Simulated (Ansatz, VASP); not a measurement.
# Mg3CdS2: VASP beside Ansatz

Contents of INCAR:

```
PREC = Accurate
ENCUT = 750
EDIFF = 1E-7
ISMEAR = 0
SIGMA = 0.2
LREAL = False
LASPH = True
NELM = 120
ALGO = Normal
ISIF = 3
LWAVE = False
LCHARG = False
GGA = PE
IBRION = 2
NSW = 36
EDIFFG = -0.08
GGA_COMPAT = False
NELMIN = 4
```

Contents of KPOINTS:

```
regular mesh
0
Gamma
  5 5 2
```

Contents of POSCAR:

```
Mg3CdS2
1.0
    3.3778483900      0.0000000000      0.0000000000
    0.0000000000      3.3778483900      0.0000000000
    0.0000000000      0.0000000000     10.2268930400
Mg Cd S
3 1 2
Direct
    0.0000000000      0.0000000000      0.8390681100
    0.0000000000      0.0000000000      0.1609318900
    0.0000000000      0.0000000000      0.5000000000
    0.5000000000      0.5000000000      0.0000000000
    0.5000000000      0.5000000000      0.3248246900
    0.5000000000      0.5000000000      0.6751753100
```

Input for Ansatz:

```yaml
crystal:
  lattice:
    - [3.37784839, 0.0, 0.0]
    - [0.0, 3.37784839, 0.0]
    - [0.0, 0.0, 10.22689304]
  atoms:
    - { symbol: Mg, position: [0.0, 0.0, 0.83906811] }
    - { symbol: Mg, position: [0.0, 0.0, 0.16093189] }
    - { symbol: Mg, position: [0.0, 0.0, 0.5] }
    - { symbol: Cd, position: [0.5, 0.5, 0.0] }
    - { symbol: S, position: [0.5, 0.5, 0.32482469] }
    - { symbol: S, position: [0.5, 0.5, 0.67517531] }
basis:
  ecutwfc: 420
kpoints:
  mp_grid: { grid: [5, 5, 2] }
hamiltonian:
  xc: pbe
scf:
  occupations: { method: gaussian, width: 0.2 }
  lower_state_search: "off"
output:
  forces: true
  stress: true
  eigenvalues: true
relax:
  adjacent_minimum: "off"
  f_tol: 0.08
  max_steps: 16
  cell: { stress_tol: 0.8 }
```

Change from the starting cell: species swapped into the Li3Tl2Cd type (P4/mmm, No. 123).

Alike in both runs: task relaxation of cell and atoms; functional PBE; k mesh 5 × 5 × 2; occupations gaussian, width 0.2 eV; no spin polarisation.

```csv
,VASP,Ansatz
version,VASP 6.6.1,Ansatz 0.2.0
potentials or method,"VASP PAW PBE potentials, release 64 (Mg_sv, Cd_sv_GW, S), cutoff 750 eV","scalar-relativistic, plane waves, PAW"
valence electrons in the cell,62,62
```

|  | VASP | Ansatz | Ansatz less VASP |
| --- | --- | --- | --- |
| gap on the k mesh at the Fermi level, each at its own relaxed structure (eV) | none | none | - |
| relaxed volume (Å³/atom) | 18.88 | 18.71 | -0.178 |
| relaxed length of the cell vector where the two differ most in proportion (Å) | 10.424 | 10.025 | -0.3989 |

A gap of «none» marks a metal or a gap that the smearing closes.

The k mesh is coarse, so the values compare programs but aren't converged.
